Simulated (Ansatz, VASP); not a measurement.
# MgO: VASP beside Ansatz

```
Mg O
1.0
     3.57125    0.00000    0.00000
    -1.78562    3.09279    0.00000
     0.00000    0.00000    4.41370
Mg O
2 2
Direct
  0.33333 0.66667 0.01608
  0.66667 0.33333 0.51608
  0.33333 0.66667 0.39828
  0.66667 0.33333 0.89828
```

Alike in both runs: task single point; functional PBE; k mesh 9 × 9 × 6; occupations gaussian, width 0.05 eV; no spin polarisation.

|  | VASP | Ansatz |
| --- | --- | --- |
| version | VASP 6.6.1 | Ansatz 0.2.0 |
| potentials or method | VASP PAW PBE potentials, release 64 (Mg, O), cutoff 520 eV | scalar-relativistic, plane waves, PAW |
| valence electrons in the cell | 16 | 32 |

|  | VASP | Ansatz | Ansatz less VASP |
| --- | --- | --- | --- |
| gap on the k mesh at the Fermi level (eV) | 3.19 | 3.20 | +0.009 |
| least direct gap on the mesh (eV) | 3.19 | 3.20 | +0.009 |
| pressure (GPa) | 11.4 | 11.4 | -0.04 |
| traceless stress, the component that is largest in VASP (GPa) | 45.09 | 44.01 | -1.074 |
| rms of the force components (eV/Å) | 3.221 | 3.137 | -0.0835 |

Atom by atom the forces differ by 0.084 eV/Å (rms over components). VASP's potentials hold 16 valence electrons a cell and Ansatz's 32, so a difference there can come from the potentials and not from the codes.
